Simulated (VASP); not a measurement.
## Sc: single point with PBE

System: Sc, a slab with vacuum.

```xyz
3
Lattice="3.3200 0.0000 0.0000 -1.6600 2.8752 0.0000 0.0000 0.0000 21.1663" Properties=species:S:1:pos:R:3 pbc="T T T"
Sc    0.0000    0.0000    8.0826
Sc    0.0000    1.9168   10.5831
Sc    0.0000    0.0000   13.0837
```

```
Program             : VASP 6.6.1
Task                : single point
Functional          : PBE
Potentials or basis : VASP PAW PBE potentials, release 64 (Sc_sv)
Cutoff              : 520 eV
k mesh              : 13 × 13 × 1
Occupations         : fermi-dirac, width 0.05 eV
Spin                : no spin polarisation
```

```
Largest force          : 0.003 eV/Å
Band gap on the k mesh : zero (an odd number of electrons rules out a gap without spin polarisation)
```

Forces on the atoms (eV/Å):
```
Sc   0.000  0.000 -0.003
Sc   0.000  0.000  0.000
Sc   0.000  0.000  0.003
```

Levels at points of the mesh, in eV from the Fermi level:
| k point | band 13 | band 14 | band 15 | band 16 | band 17 | band 18 | band 19 | band 20 | band 21 | band 22 |
| --- | --- | --- | --- | --- | --- | --- | --- | --- | --- | --- |
| (0.00, 0.00, 0.00) | -4.69 | -3.65 | -2.20 | 0.03 | 0.12 | 0.94 | 1.33 | 1.33 | 1.44 | 1.44 |

Wall time 2.2 min on 1 thread of Intel(R) Xeon(R) Platinum 8488C (Sapphire Rapids), on a shared host, peak memory 0.38 GiB.
